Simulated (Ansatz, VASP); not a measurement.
Y: VASP beside Ansatz

Contents of INCAR:

```
ALGO = Normal
EDIFF = 1E-6
ENCUT = 520
ISIF = 2
ISMEAR = -1
LASPH = True
LCHARG = False
LREAL = False
LWAVE = False
NBANDS = 12
NELM = 80
PREC = Accurate
SIGMA = 0.05
```

KPOINTS

```
k-points
0
Gamma
  13 13 13
```

The input POSCAR:

```
Y
1.0
    0.0000000000      2.4850000000      2.5347000000
    2.4850000000      0.0000000000      2.5347000000
    2.4850000000      2.4850000000      0.0000000000
Y
1
Direct
    0.0000000000      0.0000000000      0.0000000000
```

Input for Ansatz:

```yaml
crystal:
  lattice:
    - [0.0, 2.485, 2.5347]
    - [2.485, 0.0, 2.5347]
    - [2.485, 2.485, 0.0]
  atoms:
    - { symbol: "Y", position: [0.0, 0.0, 0.0] }
kpoints:
  mp_grid: { grid: [13, 13, 13] }
  band_path:
    path:
      - [0.0, 0.0, 0.0]
      - [0.0, 0.5, 0.5]
      - [0.25, 0.75, 0.5]
      - [0.0, 0.5, 0.0]
      - [0.0, 0.0, 0.0]
      - [0.5, 0.5, 0.0]
      - [0.3701460977, 0.6298539023, 0.0]
      - [-0.3701460977, 0.3701460977, 0.0]
      - [0.0, 0.0, 0.0]
    npoints: 5
scf:
  occupations: { method: fermi_dirac, width: 0.05 }
hamiltonian:
  xc: lda
  pseudopotentials: { kind: all_electron, lapw: { basis_error: 0.001 } }
output:
  forces: true
  stress: true
  eigenvalues: true
```

Change from the starting cell: zz strain of +2 %.

Alike in both runs: task single point; functional LDA; k mesh 13 × 13 × 13; occupations fermi-dirac, width 0.05 eV; no spin polarisation.

|  | VASP | Ansatz |
| --- | --- | --- |
| version | VASP 6.6.1 | Ansatz 0.2.0 |
| potentials or method | VASP PAW LDA potentials, release 64 (Y_sv), cutoff 520 eV | all-electron LAPW, scalar-relativistic |

Ansatz gave:

```
pressure (GPa)                                                : -2.5
traceless stress, the component that is largest in VASP (GPa) : -0.43
```

**Question.** Which values does VASP return?

**Answer.** Pressure (GPa): -2.7; traceless stress, the component that is largest in VASP (GPa): -0.43.

LDA's correlation is that of Perdew and Zunger in VASP and of Perdew and Wang (1992) in Ansatz. Ansatz ran all-electron here, and VASP with PAW potentials.
